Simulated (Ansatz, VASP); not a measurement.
## One calculation of HgH, two programs

```
Hg H
1.0
     3.35308    0.00000    0.00000
    -1.67654    2.90385    0.00000
     0.00000    0.00000    3.01286
Hg H
1 1
Direct
  0.00000 0.00000 0.00000
  0.66667 0.33333 0.50000
```

Alike in both runs: functional PBE; k mesh 18 × 18 × 18; occupations gaussian, width 0.1 eV; no spin polarisation.

Ansatz relaxed the structure, and its values are those at the end. VASP's run is a single point on that final structure, the one shown.

```csv
,VASP,Ansatz
version,VASP 6.6.1,Ansatz 0.2.0
potentials or method,"VASP PAW PBE potentials, release 64 (Hg, H), cutoff 520 eV","scalar-relativistic, plane waves, PAW"
valence electrons in the cell,13,21
```

|  | VASP | Ansatz | Ansatz less VASP |
| --- | --- | --- | --- |
| gap on the k mesh at the Fermi level (eV) | none | none | - |
| pressure (GPa) | 0.2 | 0.0 | -0.20 |

A gap of «none» marks a metal or a gap that the smearing closes. VASP's potentials hold 13 valence electrons a cell and Ansatz's 21, so a difference there can come from the potentials and not from the codes.

Spin-orbit coupling is off throughout.
